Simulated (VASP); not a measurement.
Here is a VASP 6.6.1 calculation.

Contents of INCAR:

```
SYSTEM = SrVO3
PREC = Accurate ; ENCUT = 520
EDIFF = 1E-6 ; ISMEAR = -1
SIGMA = 0.05 ; LREAL = .FALSE.
LASPH = .TRUE. ; NELM = 150
ALGO = Normal ; ISIF = 2
LWAVE = .FALSE. ; LCHARG = .TRUE.
ISPIN = 2 ; MAGMOM = 0 2 0 0 0
LORBIT = 11 ; LMAXMIX = 4
GGA = B5 ; ALDAX = 1.0
AGGAX = 1.0 ; AGGAC = 1.0
ALDAC = 0.0 ; LELF = .TRUE.
LVHAR = .TRUE. ; NBANDS = 32
```

The input KPOINTS:

```
Automatic mesh
0
G
  5 5 5
  0 0 0
```

POSCAR

```
SrVO3
1.0
    3.9045419420      0.0000000000      0.0000000000
    0.0000000000      3.9045419420      0.0000000000
    0.0000000000      0.0000000000      3.9045419420
Sr V O
1 1 3
Direct
    0.5000000000      0.5000000000      0.5000000000
    0.0000000000      0.0000000000      0.0000000000
    0.0000000000      0.0000000000      0.5000000000
    0.0000000000      0.5000000000      0.0000000000
    0.5000000000      0.0000000000      0.0000000000
```

Potentials or basis: VASP PAW PBE potentials, release 64 (Sr_sv, V_sv, O).

The run is started by

```console
$ cat potpaw_PBE.64/Sr_sv/POTCAR potpaw_PBE.64/V_sv/POTCAR potpaw_PBE.64/O/POTCAR > POTCAR
$ mpirun -np 1 vasp_std > vasp.out
```

(1) Estimate the net moment.

(2) Predict the site moments.

(3) Predict the pressure.

Answers

(1) 0.76 μB per cell.

(2) Sr +0.00; V +0.72; O -0.00 μB.

(3) 0.8 GPa.

Caveat: the PAW data sets were made with another functional, which shifts forces and pressure a little.
